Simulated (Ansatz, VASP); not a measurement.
One calculation of HfSbAu3, two programs

```
Hf Sb Au
1.0
     5.18433    0.00000    0.00000
     0.00000    5.18433    0.00000
     0.00000    0.00000    5.18433
Hf Sb Au
1 1 3
Direct
  0.50000 0.50000 0.50000
  0.00000 0.00000 0.00000
  0.00000 0.50000 0.50000
  0.50000 0.00000 0.50000
  0.50000 0.50000 0.00000
```

Alike in both runs: functional PBE; k mesh 4 × 4 × 4; occupations gaussian, width 0.1 eV; no spin polarisation.

Ansatz relaxed the structure, and its values are those at the end. VASP's run is a single point on that final structure, the one shown.

|  | VASP | Ansatz |
| --- | --- | --- |
| version | VASP 6.6.1 | Ansatz 0.2.0 |
| potentials or method | VASP PAW PBE potentials, release 64 (Hf_pv, Sb, Au), cutoff 520 eV | scalar-relativistic, plane waves, PAW |
| valence electrons in the cell | 48 | 98 |

Ansatz gave:

| Quantity | Value |
| --- | --- |
| gap on the k mesh at the Fermi level (eV) | none |
| pressure (GPa) | 0.2 |

Problem. What did VASP give for the same quantities?

Solution. gap on the k mesh at the Fermi level (eV): none; pressure (GPa): -0.2.

A gap of «none» marks a metal or a gap that the smearing closes. With one functional, cell and mesh, what is left measures potentials, basis and numerics. VASP's potentials hold 48 valence electrons a cell and Ansatz's 98, so a difference there can come from the potentials and not from the codes.

Neither program's run includes spin-orbit coupling.
